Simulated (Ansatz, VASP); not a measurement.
AlN: VASP beside Ansatz

```
Al N
1.0
     3.25869    0.00000    0.00000
    -1.62934    2.82210    0.00000
     0.00000    0.00000    4.32601
Al N
2 2
Direct
  0.33333 0.66667 0.75000
  0.66667 0.33333 0.25000
  0.33333 0.66667 0.25000
  0.66667 0.33333 0.75000
```

Alike in both runs: task single point; functional LDA; k mesh 9 × 9 × 6; occupations gaussian, width 0.05 eV; no spin polarisation.

```csv
,VASP,Ansatz
version,VASP 6.6.1,Ansatz 0.2.0
potentials or method,"VASP PAW LDA potentials, release 64 (Al, N), cutoff 600 eV","scalar-relativistic, plane waves, PAW"
valence electrons in the cell,16,16
```

Ansatz gave:

```
gap on the k mesh at the Fermi level (eV)                     : 3.16
least direct gap on the mesh (eV)                             : 3.16
pressure (GPa)                                                : -6.5
traceless stress, the component that is largest in VASP (GPa) : -5.23
```

Problem. What did VASP give for the same quantities?

Solution. gap on the k mesh at the Fermi level (eV): 3.17; least direct gap on the mesh (eV): 3.17; pressure (GPa): -6.1; traceless stress, the component that is largest in VASP (GPa): -5.59.

LDA's correlation is that of Perdew and Zunger in VASP and of Perdew and Wang (1992) in Ansatz.
